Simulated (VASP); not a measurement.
# GaP (F-43m) in VASP: single point with PBE

Aim: the single point of GaP with PBE.

Everything below comes from runs of VASP 6.6.1. Logs are shortened: lines on timing, memory, paths and dates and some standing lists are left out, and cuts for length are marked.

### Step 1. The cell of the first run

It takes space group F-43m (No. 216, cubic). Conventional cell: a = 5.505 Å, b = 5.505 Å, c = 5.505 Å, α = 90.00°, β = 90.00°, γ = 90.00°. Within 3.1 Å of Ga (site symmetry -43m) lie 4 P at 2.38 Å. Within 3.1 Å of P (site symmetry -43m) lie 4 Ga at 2.38 Å.

### Step 2. Single point, PBE

INCAR reads:

```
SYSTEM = GaP
ALGO = Normal ; EDIFF = 1E-6
ENCUT = 520 ; GGA = PE
ISIF = 2 ; ISMEAR = 0
ISYM = 0 ; LASPH = .TRUE.
LCHARG = .TRUE. ; LELF = .TRUE.
LREAL = Auto ; LVHAR = .TRUE.
LWAVE = .FALSE. ; NBANDS = 86
NELM = 80 ; PREC = Accurate
SIGMA = 0.02
```

KPOINTS reads:

```
Automatic mesh
0
Gamma
  2 2 2
  0.5 0.5 0.5
```

POSCAR reads:

```
GaP
1.0
   -5.5050736241      0.0000000000      5.5050736241
   -5.5050736241     -5.5050736241      0.0000000000
    0.0000000000     -5.5050736241      5.5050736241
Ga P
8 8
Direct
    0.0000000000      0.5000000000      0.5000000000
    0.0000000000      0.0000000000      0.5000000000
    0.0000000000      0.5000000000      0.0000000000
    0.0000000000      0.0000000000      0.0000000000
    0.5000000000      0.5000000000      0.5000000000
    0.5000000000      0.0000000000      0.5000000000
    0.5000000000      0.5000000000      0.0000000000
    0.5000000000      0.0000000000      0.0000000000
    0.3750000000      0.3750000000      0.3750000000
    0.3750000000      0.8750000000      0.3750000000
    0.3750000000      0.3750000000      0.8750000000
    0.3750000000      0.8750000000      0.8750000000
    0.8750000000      0.3750000000      0.3750000000
    0.8750000000      0.8750000000      0.3750000000
    0.8750000000      0.3750000000      0.8750000000
    0.8750000000      0.8750000000      0.8750000000
```

Potentials or basis: VASP PAW PBE potentials, release 64 (Ga_d, P).

The run is started by

```bash
cat potpaw_PBE.64/Ga_d/POTCAR potpaw_PBE.64/P/POTCAR > POTCAR
mpirun -np 1 vasp_std > vasp.out
```

OUTCAR:

```text
SYSTEM = GaP
   EDIFF = 1E-6
   ENCUT = 520
   GGA = PE
   ISIF = 2
   ISMEAR = 0
   ISYM = 0
   LASPH = .TRUE.
   LREAL = Auto
   NELM = 80
   PREC = Accurate

 ion  position               nearest neighbor table
   1  0.000  0.500  0.500-   9 2.38  13 2.38  14 2.38  15 2.38
   2  0.000  0.000  0.500-  10 2.38  13 2.38  14 2.38  16 2.38
   3  0.000  0.500  0.000-  11 2.38  13 2.38  15 2.38  16 2.38
   4  0.000  0.000  0.000-  12 2.38  14 2.38  15 2.38  16 2.38
   5  0.500  0.500  0.500-   9 2.38  10 2.38  11 2.38  13 2.38
   6  0.500  0.000  0.500-   9 2.38  10 2.38  12 2.38  14 2.38
[... 8 lines left out ...]
  15  0.875  0.375  0.875-   1 2.38   3 2.38   4 2.38   7 2.38
  16  0.875  0.875  0.875-   2 2.38   3 2.38   4 2.38   8 2.38

IMPORTANT INFORMATION: All symmetrisations will be switched off!
NOSYMM: (Re-)initialisation of all symmetry stuff for point group C_1.

----------------------------------------------------------------------------------------

                                     Primitive cell

  volume of cell :     333.6717

  direct lattice vectors                    reciprocal lattice vectors
    -5.505073624  0.000000000  5.505073624    -0.090825307  0.090825307  0.090825307
    -5.505073624 -5.505073624  0.000000000    -0.090825307 -0.090825307 -0.090825307
     0.000000000 -5.505073624  5.505073624     0.090825307 -0.090825307  0.090825307

  length of vectors
     7.785349781  7.785349781  7.785349781     0.157314046  0.157314046  0.157314046

  position of ions in fractional coordinates (direct lattice)
     0.000000000  0.500000000  0.500000000
     0.000000000  0.000000000  0.500000000
     0.000000000  0.500000000  0.000000000
     0.000000000  0.000000000  0.000000000
     0.500000000  0.500000000  0.500000000
     0.500000000  0.000000000  0.500000000
[... 8 lines left out ...]
     0.875000000  0.375000000  0.875000000
     0.875000000  0.875000000  0.875000000

  ion indices of the primitive-cell ions
   primitive index   ion index
                 1           1
                 2           2
                 3           3
                 4           4
                 5           5
                 6           6
[... 8 lines left out ...]
                15          15
                16          16

----------------------------------------------------------------------------------------

 KPOINTS: Automatic mesh

Automatic generation of k-mesh.
 Grid dimensions read from file:
 generate k-points for:    2    2    2

 Generating k-lattice:

  Cartesian coordinates                     Fractional coordinates (reciprocal lattice)
    -0.045412653  0.045412653  0.045412653     0.500000000  0.000000000  0.000000000
    -0.045412653 -0.045412653 -0.045412653     0.000000000  0.500000000  0.000000000
     0.045412653 -0.045412653  0.045412653     0.000000000  0.000000000  0.500000000

  Length of vectors
     0.078657023  0.078657023  0.078657023

  Shift w.r.t. Gamma in fractional coordinates (k-lattice)
     0.500000000  0.500000000  0.500000000

 Subroutine IBZKPT returns following result:
 ===========================================

 Found     16 irreducible k-points:

 Following reciprocal coordinates:
            Coordinates               Weight
  0.250000  0.250000  0.250000      2.000000
  0.250000  0.000000  0.000000      2.000000
  0.000000  0.000000 -0.250000      2.000000
  0.000000  0.250000  0.000000      2.000000
 -0.250000  0.250000  0.250000      2.000000
  0.250000 -0.250000  0.250000      2.000000
[... 8 lines left out ...]
  0.000000  0.250000  0.500000      2.000000
  0.500000  0.250000  0.000000      2.000000
   k-points           NKPTS =     16   k-points in BZ     NKDIM =     16   number of bands    NBANDS=     86
   number of dos      NEDOS =    301   number of ions     NIONS =     16
   total plane-waves  NPLWV = 216000
   dimension x,y,z NGX =    60 NGY =   60 NGZ =   60
   dimension x,y,z NGXF=   120 NGYF=  120 NGZF=  120
   ions per type =               8   8
   NGX,Y,Z   is equivalent  to a cutoff of  12.81, 12.81, 12.81 a.u.
   NGXF,Y,Z  is equivalent  to a cutoff of  25.62, 25.62, 25.62 a.u.
 SYSTEM =  GaP
   PREC   = accura    normal or accurate (medium, high low for compatibility)
   ISTART =      0    job   : 0-new  1-cont  2-samecut
   ICHARG =      2    charge: 1-file 2-atom 10-const
   ISPIN  =      1    spin polarized calculation?
   LNONCOLLINEAR =      F non collinear calculations
   LSORBIT =      F    spin-orbit coupling
   LASPH  =      T    aspherical Exc in radial PAW
   ENCUT  =  520.0 eV  38.22 Ry    6.18 a.u.  14.48 14.48 14.48*2*pi/ulx,y,z
   NELM   =     80;   NELMIN=  2; NELMDL= -5     # of ELM steps
   EDIFF  = 0.1E-05   stopping-criterion for ELM
   LREAL  =      T    real-space projection
   EDIFFG = 0.1E-04   stopping-criterion for IOM
   NSW    =      0    number of steps for IOM
   IBRION =     -1    ionic relax: 0-MD 1-quasi-New 2-CG
   NFREE  =      0    steps in history (QN), initial steepest desc. (CG)
   ISIF   =      2    stress and relaxation
   ISYM   =      0    0-nonsym 1-usesym 2-fastsym
   POTIM  = 0.5000    time-step for ionic-motion
   TEBEG  =    0.0;   TEEND  =   0.0 temperature during run
   PSTRESS=    0.0 pullay stress
   NELECT =     144.0000    total number of electrons
   NUPDOWN=      -1.0000    fix difference up-down
   EMIN   =  10.00;   EMAX   =-10.00  energy-range for DOS
   EFERMI =   0.00;   METHOD = LEGACY
   ISMEAR =     0;   SIGMA  =   0.02  broadening in eV -4-tet -1-fermi 0-gaus
   EFERMI_NEDOS =   21; number of points for ismear=-14 and -15
   IALGO  =     38    algorithm
   IMIX   =      4    mixing-type and parameters
     AMIX     =   0.40;   BMIX     =  1.00
     AMIX_MAG =   1.60;   BMIX_MAG =  1.00
  volume/ion in A,a.u.               =      20.85       140.73
  Fermi-wavevector in a.u.,A,eV,Ry     =   1.237150  2.337875 20.824279  1.530541
  Thomas-Fermi vector in A             =   2.371730
   LORBIT       =      0    0 simple, 1 ext, 2 COOP (PROOUT), +10 PAW based schemes
   GGA     = PE    functional components
   LHFCALC =     F    Hartree Fock is set to
   AEXX    =    0.0000 exact exchange contribution
   IVDW    =     0    specifies the selected vdW correction
   LEPSILON=     F    determine dielectric tensor
   LRPA    =     F    only Hartree local field effects (RPA)
 non-spin polarized calculation
 Gauss-broadening in eV      SIGMA  =   0.02
  energy-cutoff  :      520.00
  volume of cell :      333.67
 maximum number of plane-waves:      8994
 NGX is ok and might be reduce to    60
   NGX = 29   NGY = 29   NGZ = 29

 number of electron     144.0000021 magnetization

 Free energy of the ion-electron system (eV)
  ---------------------------------------------------
  ext. energy  EPLUGINS =         0.00000000
  ---------------------------------------------------
  free energy    TOTEN  =       -73.01797165 eV

  energy without entropy =      -73.01797165  energy(sigma->0) =      -73.01797165

 E-fermi :   4.2235     XC(G=0):  -9.6974

 val. band max:        4.1331119559   @ k =   0.2500   0.2500   0.2500
 cond. band min:       6.0605755438   @ k =   0.0000   0.0000  -0.2500
 fundamental gap:      1.9274635879
 Fermi energy:         4.2234657614

 k-point     1 :       0.2500    0.2500    0.2500
  band No.  band energies     occupation
      1     -10.2504      2.00000
      2     -10.2504      2.00000
      3     -10.2504      2.00000
      4     -10.2251      2.00000
      5     -10.2251      2.00000
      6     -10.2250      2.00000
[... 76 lines left out ...]
     83       7.2222      0.00000
     84       8.5846      0.00000

 k-point     2 :       0.2500    0.0000    0.0000
  band No.  band energies     occupation
      1     -10.2504      2.00000
      2     -10.2504      2.00000
      3     -10.2504      2.00000
      4     -10.2251      2.00000
      5     -10.2251      2.00000
      6     -10.2250      2.00000
[... 1207 lines left out ...]
     83       8.7816      0.00000
     84       8.7816      0.00000

 k-point    16 :       0.5000    0.2500    0.0000
  band No.  band energies     occupation
      1     -10.2395      2.00000
      2     -10.2395      2.00000
      3     -10.2309      2.00000
      4     -10.2282      2.00000
      5     -10.2250      2.00000
      6     -10.2250      2.00000
[... 76 lines left out ...]
     83       8.7816      0.00000
     84       8.7817      0.00000
 [bands above 84 left out]

------------------------ aborting loop because EDIFF is reached ----------------------------------------

  FORCE on cell =-STRESS in cart. coord.  units (eV):
  Direction    XX          YY          ZZ          XY          YZ          ZX
  --------------------------------------------------------------------------------------
  -------------------------------------------------------------------------------------
  Total        0.1059757      0.1059482      0.1060311      0.0000568     -0.0000748     -0.0000774
  in kB        0.5088590      0.5087271      0.5091250      0.0002727     -0.0003590     -0.0003718
  external PRESSURE =       0.5089037 kB  Pullay stress =       0.0000000 kB

 VOLUME and BASIS-vectors are now :
 -----------------------------------------------------------------------------
  energy-cutoff  :      520.00
  volume of cell :      333.67
      direct lattice vectors                 reciprocal lattice vectors
    -5.505073624  0.000000000  5.505073624    -0.090825307  0.090825307  0.090825307
    -5.505073624 -5.505073624  0.000000000    -0.090825307 -0.090825307 -0.090825307
     0.000000000 -5.505073624  5.505073624     0.090825307 -0.090825307  0.090825307

 POSITION                                       TOTAL-FORCE (eV/Angst)
 -----------------------------------------------------------------------------------
     -2.75254     -5.50507      2.75254         0.000004     -0.000008      0.000017
      0.00000     -2.75254      2.75254         0.000009     -0.000004     -0.000001
     -2.75254     -2.75254      0.00000        -0.000004      0.000026      0.000008
      0.00000      0.00000      0.00000        -0.000012      0.000005     -0.000001
     -5.50507     -5.50507      5.50507         0.000027      0.000004     -0.000004
     -2.75254     -2.75254      5.50507         0.000010     -0.000015      0.000000
[... 8 lines left out ...]
     -6.88134     -6.88134      9.63388         0.000001     -0.000047     -0.000018
     -9.63388     -9.63388      9.63388        -0.000059      0.000042     -0.000006
 -----------------------------------------------------------------------------------
    total drift:                                0.000078      0.000147     -0.000194

  FREE ENERGIE OF THE ION-ELECTRON SYSTEM (eV)
  ---------------------------------------------------
  free  energy   TOTEN  =       -73.0179716548 eV

  energy  without entropy=      -73.0179716548  energy(sigma->0) =      -73.01797165
```

It took 22 min on 1 thread of AMD EPYC 7R13, shared host; peak memory 0.61 GiB.

What came out:

```
Free energy            : -73.0180 eV
Pressure               : 0.1 GPa
Band gap on the k mesh : 1.93 eV
```

Levels at points of the mesh, in eV from the valence-band top:
| k point | band 69 | band 70 | band 71 | band 72 | band 73 | band 74 | band 75 | band 76 |
| --- | --- | --- | --- | --- | --- | --- | --- | --- |
| (0.25, 0.25, 0.25) | -0.74 | -0.74 | 0.00 | 0.00 | 1.93 | 2.16 | 2.16 | 2.16 |

Caveat: a shifted mesh leaves out Γ, where band edges can lie.
